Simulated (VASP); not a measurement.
A run of VASP 6.6.1 is set up as follows.

File INCAR:

```
PREC = Accurate
ENCUT = 520
EDIFF = 1E-6
ISMEAR = -1
SIGMA = 0.03
LREAL = False
LASPH = True
NELM = 60
ALGO = Normal
ISIF = 2
LWAVE = False
LCHARG = False
NBANDS = 21
```

File KPOINTS:

```
Automatic mesh
0
Gamma
  7 7 7
```

Contents of POSCAR:

```
PbF2
1.0
    0.0000000000      2.9698500000      3.0292470000
    2.9698500000      0.0000000000      3.0292470000
    2.9698500000      2.9698500000      0.0000000000
Pb F
1 2
Direct
    0.0000000000      0.0000000000      0.0000000000
    0.2500000000      0.2500000000      0.2500000000
    0.7500000000      0.7500000000      0.7500000000
```

Potentials or basis: VASP PAW LDA potentials, release 64 (Pb_d, F).

Command:

```bash
$ cat potpaw_LDA.64/Pb_d/POTCAR potpaw_LDA.64/F/POTCAR > POTCAR
$ mpirun -np 1 vasp_std > vasp.out
```

Question: Predict the band gap on the k mesh.

Answer: 4.21 eV, indirect (least direct gap 4.47 eV).

Question: Predict the pressure.

Answer: -6.1 GPa.

Stress tensor (GPa, compression positive):
```
-5.77  0.00  0.00
 0.00 -5.77  0.00
 0.00  0.00 -6.90
```

Caveat: the cell differs from its parent crystal (zz strain of +2 %); spin-orbit coupling is left out, which moves the levels of the heavy elements. A k mesh can miss the band edges.
